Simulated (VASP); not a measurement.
Input of a VASP 6.6.1 run:

INCAR

```
ALGO = Fast
EDIFF = 1E-7
ENCUT = 520
GGA = PE
ISIF = 2
ISMEAR = -5
LASPH = True
LCHARG = True
LELF = True
LREAL = False
LVHAR = True
LWAVE = False
NBANDS = 60
NELM = 100
PREC = Accurate
SIGMA = 0.1
```

KPOINTS

```
k-points
0
Gamma
  9 5 7
```

File POSCAR:

```
SiNi2
1.0
    3.8679403878      0.0000000000      0.0000000000
    0.0000000000      6.6994692723      0.0000000000
    0.0000000000      0.0000000000      5.0867327135
Si Ni
4 8
Direct
    0.2500000000      0.6039005172      0.2796684461
    0.7500000000      0.3960994828      0.7203315539
    0.2500000000      0.8960994828      0.7796684461
    0.7500000000      0.1039005172      0.2203315539
    0.2500000000      0.2922657113      0.4738732832
    0.7500000000      0.7077342887      0.5261267168
    0.2500000000      0.2077342887      0.9738732832
    0.7500000000      0.7922657113      0.0261267168
    0.2500000000      0.9349229095      0.3258103611
    0.7500000000      0.0650770905      0.6741896389
    0.2500000000      0.5650770905      0.8258103611
    0.7500000000      0.4349229095      0.1741896389
```

Potentials or basis: VASP PAW PBE potentials, release 64 (Si, Ni).

Command:

```console
$ cat potpaw_PBE.64/Si/POTCAR potpaw_PBE.64/Ni/POTCAR > POTCAR
$ mpirun -np 1 vasp_std > vasp.out
```

Question: Predict the band gap on the k mesh.

Answer: Zero (bands 48 and 49 overlap by 1.79 eV).

Question: Estimate the pressure.

Answer: 2.4 GPa.

Question: Predict the largest force.

Answer: 0.012 eV/Å.

Forces on the atoms (eV/Å):
```
Si   0.000  0.000 -0.007
Si   0.000  0.000  0.007
Si   0.000  0.000 -0.007
Si   0.000  0.000  0.007
Ni   0.000 -0.012 -0.002
Ni   0.000  0.012  0.002
Ni   0.000  0.012 -0.002
Ni   0.000 -0.012  0.002
Ni   0.000 -0.001 -0.002
Ni   0.000  0.001  0.002
Ni   0.000  0.001 -0.002
Ni   0.000 -0.001  0.002
```

Caveat: the stress differs along the axes, from -5 to 12 GPa; tetrahedron occupations give inexact forces and stress in metals. Spin polarisation is off, so any magnetic state and its effect on volume and gap are missing.
